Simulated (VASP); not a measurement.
# BeZn2O3 (I4/mmm) in VASP: notebook

The runs below take BeZn2O3 through single point, with PBE.

Everything below comes from runs of VASP 6.6.1. Logs are shortened: lines on timing, memory, paths and dates and some standing lists are left out, and cuts for length are marked.

### 1 The cell of the first run

Symmetry: I4/mmm, No. 139, tetragonal system. Conventional cell: a = 4.565 Å, b = 4.565 Å, c = 7.226 Å, α = 90.00°, β = 90.00°, γ = 90.00°. Within 3.0 Å of Be (site symmetry 4/mmm) lie 4 Zn at 2.28 Å and 8 O at 2.91 Å. Within 2.4 Å of Zn (site symmetry mmm) lie 4 O at 1.81 to 2.28 Å and 2 Be at 2.28 Å. O (site symmetry -4m2) has 2 Zn at 1.81 Å within 2.4 Å. O (site symmetry 4/mmm) has 4 Zn at 2.28 Å and 8 O at 2.91 Å within 3.0 Å.

### 2 Single point, PBE

INCAR

```
ALGO = Normal ; EDIFF = 1E-6
ENCUT = 600 ; GGA = PE
GGA_COMPAT = F ; ISIF = 2
ISMEAR = 0 ; LASPH = T
LCHARG = F ; LREAL = F
LWAVE = F ; NBANDS = 31
NELM = 120 ; PREC = Accurate
SIGMA = 0.15
```

KPOINTS

```
k-points
0
Gamma
  4 4 4
```

POSCAR

```
BeZn2O3
1.0
   -2.2826990793      2.2826990793      3.6129192006
    2.2826990793     -2.2826990793      3.6129192006
    2.2826990793      2.2826990793     -3.6129192006
Be Zn O
1 2 3
Direct
    0.0000000000      0.0000000000      0.0000000000
    0.5000000000      0.0000000000      0.5000000000
    0.0000000000      0.5000000000      0.5000000000
    0.7500000000      0.2500000000      0.5000000000
    0.2500000000      0.7500000000      0.5000000000
    0.5000000000      0.5000000000      0.0000000000
```

Potentials or basis: VASP PAW PBE potentials, release 64 (Be, Zn, O).

Started as:

```console
> cat potpaw_PBE.64/Be/POTCAR potpaw_PBE.64/Zn/POTCAR potpaw_PBE.64/O/POTCAR > POTCAR
> mpirun -np 1 vasp_std > vasp.out
```

OUTCAR:

```text
EDIFF = 1E-6
   ENCUT = 600
   GGA = PE
   ISIF = 2
   ISMEAR = 0
   LASPH = T
   LREAL = F
   NELM = 120
   PREC = Accurate

 ion  position               nearest neighbor table
   1  0.000  0.000  0.000-   2 2.28   3 2.28   3 2.28   2 2.28
   2  0.500  0.000  0.500-   4 1.81   5 1.81   1 2.28   6 2.28   6 2.28   1 2.28
   3  0.000  0.500  0.500-   4 1.81   5 1.81   1 2.28   6 2.28   1 2.28   6 2.28
   4  0.750  0.250  0.500-   2 1.81   3 1.81
   5  0.250  0.750  0.500-   2 1.81   3 1.81
   6  0.500  0.500  0.000-   2 2.28   3 2.28   2 2.28   3 2.28

  LATTYP: Found a body centered tetragonal cell.
 ALAT       =     4.5653981586
 C/A-ratio  =     1.5827400262

  Lattice vectors:

 A1 = (  -2.2826990793,   2.2826990793,   3.6129192006)
 A2 = (   2.2826990793,  -2.2826990793,   3.6129192006)
 A3 = (   2.2826990793,   2.2826990793,  -3.6129192006)

Analysis of symmetry for initial positions (statically):
=====================================================================
 Subroutine PRICEL returns:
 Original cell was already a primitive cell.

 Routine SETGRP: Setting up the symmetry group for a
 body centered tetragonal supercell.

 Subroutine GETGRP returns: Found 16 space group operations
 (whereof 16 operations were pure point group operations)
 out of a pool of 16 trial point group operations.

The static configuration has the point symmetry D_4h.

Analysis of symmetry for dynamics (positions and initial velocities):
=====================================================================
 Subroutine PRICEL returns:
 Original cell was already a primitive cell.

 Routine SETGRP: Setting up the symmetry group for a
 body centered tetragonal supercell.

 Subroutine GETGRP returns: Found 16 space group operations
 (whereof 16 operations were pure point group operations)
 out of a pool of 16 trial point group operations.

The dynamic configuration has the point symmetry D_4h.

 Subroutine INISYM returns: Found 16 space group operations
 (whereof 16 operations are pure point group operations),
 and found     1 'primitive' translations

----------------------------------------------------------------------------------------

                                     Primitive cell

  volume of cell :      75.3036

  direct lattice vectors                    reciprocal lattice vectors
    -2.282699079  2.282699079  3.612919201     0.000000000  0.219038946  0.138392245
     2.282699079 -2.282699079  3.612919201     0.219038946  0.000000000  0.138392245
     2.282699079  2.282699079 -3.612919201     0.219038946  0.219038946  0.000000000

  length of vectors
     4.845060920  4.845060920  4.845060920     0.259095491  0.259095491  0.309767848

  position of ions in fractional coordinates (direct lattice)
     0.000000000  0.000000000  0.000000000
     0.500000000  0.000000000  0.500000000
     0.000000000  0.500000000  0.500000000
     0.750000000  0.250000000  0.500000000
     0.250000000  0.750000000  0.500000000
     0.500000000  0.500000000  0.000000000

  ion indices of the primitive-cell ions
   primitive index   ion index
                 1           1
                 2           2
                 3           3
                 4           4
                 5           5
                 6           6

----------------------------------------------------------------------------------------

 KPOINTS: k-points

Automatic generation of k-mesh.
 Grid dimensions read from file:
 generate k-points for:    4    4    4

 Generating k-lattice:

  Cartesian coordinates                     Fractional coordinates (reciprocal lattice)
     0.000000000  0.054759736  0.034598061     0.250000000  0.000000000 -0.000000000
     0.054759736  0.000000000  0.034598061     0.000000000  0.250000000 -0.000000000
     0.054759736  0.054759736  0.000000000     0.000000000  0.000000000  0.250000000

  Length of vectors
     0.064773873  0.064773873  0.077441962

  Shift w.r.t. Gamma in fractional coordinates (k-lattice)
     0.000000000  0.000000000  0.000000000

 Subroutine IBZKPT returns following result:
 ===========================================

 Found     13 irreducible k-points:

 Following reciprocal coordinates:
            Coordinates               Weight
  0.000000  0.000000  0.000000      1.000000
  0.250000  0.000000 -0.000000      8.000000
  0.500000  0.000000 -0.000000      4.000000
  0.250000  0.250000 -0.000000      8.000000
  0.500000  0.250000 -0.000000     16.000000
 -0.250000  0.250000  0.000000      4.000000
  0.500000  0.500000 -0.000000      2.000000
  0.250000  0.250000  0.250000      2.000000
 -0.250000  0.250000  0.250000      4.000000
  0.500000  0.500000  0.250000      4.000000
 -0.250000  0.500000  0.250000      8.000000
 -0.250000 -0.250000  0.250000      2.000000
  0.500000  0.500000  0.500000      1.000000
   k-points           NKPTS =     13   k-points in BZ     NKDIM =     13   number of bands    NBANDS=     31
   number of dos      NEDOS =    301   number of ions     NIONS =      6
   total plane-waves  NPLWV =  64000
   dimension x,y,z NGX =    40 NGY =   40 NGZ =   40
   dimension x,y,z NGXF=    80 NGYF=   80 NGZF=   80
   ions per type =               1   2   3
   NGX,Y,Z   is equivalent  to a cutoff of  13.72, 13.72, 13.72 a.u.
   NGXF,Y,Z  is equivalent  to a cutoff of  27.45, 27.45, 27.45 a.u.
 SYSTEM =  unknown system
   PREC   = accura    normal or accurate (medium, high low for compatibility)
   ISTART =      0    job   : 0-new  1-cont  2-samecut
   ICHARG =      2    charge: 1-file 2-atom 10-const
   ISPIN  =      1    spin polarized calculation?
   LNONCOLLINEAR =      F non collinear calculations
   LSORBIT =      F    spin-orbit coupling
   LASPH  =      T    aspherical Exc in radial PAW
   ENCUT  =  600.0 eV  44.10 Ry    6.64 a.u.   9.68  9.68  9.68*2*pi/ulx,y,z
   NELM   =    120;   NELMIN=  2; NELMDL= -5     # of ELM steps
   EDIFF  = 0.1E-05   stopping-criterion for ELM
   LREAL  =      F    real-space projection
   EDIFFG = 0.1E-04   stopping-criterion for IOM
   NSW    =      0    number of steps for IOM
   IBRION =     -1    ionic relax: 0-MD 1-quasi-New 2-CG
   NFREE  =      0    steps in history (QN), initial steepest desc. (CG)
   ISIF   =      2    stress and relaxation
   ISYM   =      2    0-nonsym 1-usesym 2-fastsym
   POTIM  = 0.5000    time-step for ionic-motion
   TEBEG  =    0.0;   TEEND  =   0.0 temperature during run
   PSTRESS=    0.0 pullay stress
   NELECT =      44.0000    total number of electrons
   NUPDOWN=      -1.0000    fix difference up-down
   EMIN   =  10.00;   EMAX   =-10.00  energy-range for DOS
   EFERMI =   0.00;   METHOD = LEGACY
   ISMEAR =     0;   SIGMA  =   0.15  broadening in eV -4-tet -1-fermi 0-gaus
   EFERMI_NEDOS =   21; number of points for ismear=-14 and -15
   IALGO  =     38    algorithm
   IMIX   =      4    mixing-type and parameters
     AMIX     =   0.40;   BMIX     =  1.00
     AMIX_MAG =   1.60;   BMIX_MAG =  1.00
  volume/ion in A,a.u.               =      12.55        84.70
  Fermi-wavevector in a.u.,A,eV,Ry     =   1.368634  2.586342 25.485861  1.873158
  Thomas-Fermi vector in A             =   2.494580
   LORBIT       =      0    0 simple, 1 ext, 2 COOP (PROOUT), +10 PAW based schemes
   GGA     = PE    functional components
   LHFCALC =     F    Hartree Fock is set to
   AEXX    =    0.0000 exact exchange contribution
   IVDW    =     0    specifies the selected vdW correction
   LEPSILON=     F    determine dielectric tensor
   LRPA    =     F    only Hartree local field effects (RPA)
 non-spin polarized calculation
 Gauss-broadening in eV      SIGMA  =   0.15
  energy-cutoff  :      600.00
  volume of cell :       75.30
 maximum number of plane-waves:      2544
 NGX is ok and might be reduce to    40
   NGX = 19   NGY = 19   NGZ = 19

 number of electron      43.9999977 magnetization

 Free energy of the ion-electron system (eV)
  ---------------------------------------------------
  ext. energy  EPLUGINS =         0.00000000
  ---------------------------------------------------
  free energy    TOTEN  =       -20.05334907 eV

  energy without entropy =      -20.03189971  energy(sigma->0) =      -20.04262439

 E-fermi :   0.8403     XC(G=0): -10.1805

 val. band max:        0.8355414746   @ k =   0.5000   0.5000  -0.0000
 cond. band min:       0.9401589485   @ k =   0.2500   0.0000  -0.0000
 fundamental gap:      0.1046174739
 Fermi energy:         0.8402775971

 k-point     1 :       0.0000    0.0000    0.0000
  band No.  band energies     occupation
      1     -17.1264      2.00000
      2     -16.1291      2.00000
      3     -15.0321      2.00000
      4      -7.3804      2.00000
      5      -6.5237      2.00000
      6      -6.0017      2.00000
[... 23 lines left out ...]
     30      11.5987      0.00000
     31      13.8619      0.00000

 k-point     2 :       0.2500    0.0000   -0.0000
  band No.  band energies     occupation
      1     -16.9658      2.00000
      2     -16.2611      2.00000
      3     -15.0589      2.00000
      4      -7.0948      2.00000
      5      -6.4144      2.00000
      6      -5.9555      2.00000
[... 23 lines left out ...]
     30      11.9729      0.00000
     31      12.9446      0.00000

 k-point     3 :       0.5000    0.0000   -0.0000
  band No.  band energies     occupation
      1     -16.6191      2.00000
      2     -16.5748      2.00000
      3     -15.0910      2.00000
      4      -6.4388      2.00000
      5      -6.4165      2.00000
      6      -5.8974      2.00000
[... 23 lines left out ...]
     30      11.9181      0.00000
     31      12.2847      0.00000

 k-point     4 :       0.2500    0.2500   -0.0000
  band No.  band energies     occupation
      1     -16.7011      2.00000
      2     -16.4873      2.00000
      3     -15.0943      2.00000
      4      -6.4973      2.00000
      5      -6.3606      2.00000
      6      -6.0287      2.00000
[... 23 lines left out ...]
     30      12.4409      0.00000
     31      12.9837      0.00000

 k-point     5 :       0.5000    0.2500   -0.0000
  band No.  band energies     occupation
      1     -16.7688      2.00000
      2     -16.3742      2.00000
      3     -15.0950      2.00000
      4      -7.1294      2.00000
      5      -6.1331      2.00000
      6      -6.0402      2.00000
[... 23 lines left out ...]
     30      12.0774      0.00000
     31      12.4328      0.00000

 k-point     6 :      -0.2500    0.2500    0.0000
  band No.  band energies     occupation
      1     -16.9800      2.00000
      2     -16.2041      2.00000
      3     -15.0567      2.00000
      4      -7.4079      2.00000
      5      -6.3154      2.00000
      6      -6.0839      2.00000
[... 23 lines left out ...]
     30      11.7071      0.00000
     31      12.6426      0.00000

 k-point     7 :       0.5000    0.5000   -0.0000
  band No.  band energies     occupation
      1     -16.8199      2.00000
      2     -16.2769      2.00000
      3     -15.0925      2.00000
      4      -7.4413      2.00000
      5      -6.1652      2.00000
      6      -6.1198      2.00000
[... 23 lines left out ...]
     30      12.7196      0.00000
     31      12.7683      0.00000

 k-point     8 :       0.2500    0.2500    0.2500
  band No.  band energies     occupation
      1     -16.5647      2.00000
      2     -16.5647      2.00000
      3     -15.0925      2.00000
      4      -6.4131      2.00000
      5      -6.4131      2.00000
      6      -6.0283      2.00000
[... 23 lines left out ...]
     30      11.7192      0.00000
     31      12.8154      0.00000

 k-point     9 :      -0.2500    0.2500    0.2500
  band No.  band energies     occupation
      1     -16.8636      2.00000
      2     -16.2866      2.00000
      3     -15.1050      2.00000
      4      -7.4343      2.00000
      5      -6.1139      2.00000
      6      -5.9548      2.00000
[... 23 lines left out ...]
     30      12.2098      0.00000
     31      12.2395      0.00000

 k-point    10 :       0.5000    0.5000    0.2500
  band No.  band energies     occupation
      1     -16.7389      2.00000
      2     -16.3665      2.00000
      3     -15.1601      2.00000
      4      -7.4619      2.00000
      5      -6.2149      2.00000
      6      -5.9771      2.00000
[... 23 lines left out ...]
     30      11.9816      0.00000
     31      12.9891      0.00000

 k-point    11 :      -0.2500    0.5000    0.2500
  band No.  band energies     occupation
      1     -16.6387      2.00000
      2     -16.5164      2.00000
      3     -15.1547      2.00000
      4      -7.1643      2.00000
      5      -6.3057      2.00000
      6      -5.8487      2.00000
[... 23 lines left out ...]
     30      12.5593      0.00000
     31      12.9273      0.00000

 k-point    12 :      -0.2500   -0.2500    0.2500
  band No.  band energies     occupation
      1     -16.8281      2.00000
      2     -16.4078      2.00000
      3     -15.1026      2.00000
      4      -6.5930      2.00000
      5      -6.3132      2.00000
      6      -6.1839      2.00000
[... 23 lines left out ...]
     30      12.9929      0.00000
     31      13.6049      0.00000

 k-point    13 :       0.5000    0.5000    0.5000
  band No.  band energies     occupation
      1     -16.6557      2.00000
      2     -16.4531      2.00000
      3     -15.2271      2.00000
      4      -7.4870      2.00000
      5      -6.4616      2.00000
      6      -5.8125      2.00000
[... 23 lines left out ...]
     30      13.4668      0.00000
     31      13.4668      0.00000

------------------------ aborting loop because EDIFF is reached ----------------------------------------

  FORCE on cell =-STRESS in cart. coord.  units (eV):
  Direction    XX          YY          ZZ          XY          YZ          ZX
  --------------------------------------------------------------------------------------
  -------------------------------------------------------------------------------------
  Total        0.0710906      0.0710906      1.0209059      0.0000000     -0.0000000      0.0000000
  in kB        1.5125409      1.5125409     21.7210450      0.0000000     -0.0000000      0.0000000
  external PRESSURE =       8.2487089 kB  Pullay stress =       0.0000000 kB

 VOLUME and BASIS-vectors are now :
 -----------------------------------------------------------------------------
  energy-cutoff  :      600.00
  volume of cell :       75.30
      direct lattice vectors                 reciprocal lattice vectors
    -2.282699079  2.282699079  3.612919201     0.000000000  0.219038946  0.138392245
     2.282699079 -2.282699079  3.612919201     0.219038946  0.000000000  0.138392245
     2.282699079  2.282699079 -3.612919201     0.219038946  0.219038946  0.000000000

 POSITION                                       TOTAL-FORCE (eV/Angst)
 -----------------------------------------------------------------------------------
      0.00000      0.00000      0.00000         0.000000     -0.000000      0.000000
      0.00000      2.28270      0.00000        -0.000000     -0.000000      0.000000
      2.28270      0.00000      0.00000         0.000000     -0.000000      0.000000
      0.00000      2.28270      1.80646         0.000000      0.000000      0.000000
      2.28270      0.00000      1.80646        -0.000000     -0.000000     -0.000000
      0.00000      0.00000      3.61292         0.000000     -0.000000      0.000000
 -----------------------------------------------------------------------------------
    total drift:                               -0.000000     -0.000000      0.000000

  FREE ENERGIE OF THE ION-ELECTRON SYSTEM (eV)
  ---------------------------------------------------
  free  energy   TOTEN  =       -20.0533490653 eV

  energy  without entropy=      -20.0318997124  energy(sigma->0) =      -20.04262439
```

Wall time 34 s (1 thread of Intel Xeon 6975P-C (Granite Rapids), shared host); peak memory 0.24 GiB.

Results:

```yaml
Free_energy: -20.0533 eV
Pressure: 0.8 GPa
Band_gap_on_the_k_mesh: zero (band 22 reaches 0.84 eV, above the bottom of band 23 at 0.32 eV)
```

Stress tensor (GPa, compression positive):
```
0.15 0.00 0.00
0.00 0.15 0.00
0.00 0.00 2.17
```

Caveat: the k points lie up to 0.49 Å⁻¹ apart.

[end of part 1 of 2]
